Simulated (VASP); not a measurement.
# Mo: single point with BLYP+D4

Mo:

```xyz
1
Lattice="0.0000 1.9878 1.9878 1.9878 0.0000 1.9878 1.9878 1.9878 0.0000" Properties=species:S:1:pos:R:3 pbc="T T T"
Mo    0.0000    0.0000    0.0000
```

This cell differs from its parent crystal: volume scaled by 0.96.

```json
{"Program": "VASP 6.6.1", "Task": "single point", "Functional": "BLYP", "Dispersion": "D4", "Potentials or basis": "VASP PAW PBE potentials, release 64 (Mo_sv)", "Cutoff": "520 eV", "k mesh": "8 × 8 × 8", "Occupations": "gaussian, width 0.15 eV", "Spin": "non-collinear spin, zero start, spin-orbit coupling", "Starting moments": "[[0.0, 0.0, 0.0]] μB", "Dipole correction": "no", "Further INCAR settings": "ALGO = Normal; EDIFF = 1e-06; NBANDS = 25"}
```

* Pressure: 3.2 GPa
* Net moment: 0.00 μB per cell
* Valence electrons inside the program's atomic spheres: Mo 12.60
* Dispersion energy per atom: -1.160 eV

Moments on the atoms (μB; x, y, z):
```
Mo  0.00 0.00 0.00
```

Wall time 28 s on 1 thread of Intel(R) Xeon(R) Platinum 8259CL CPU @ 2.50GHz (Skylake/Cascade Lake), with other jobs on the host, peak memory 0.2 GiB.

Caveat: the PAW data sets were made with another functional, which shifts forces and pressure a little.
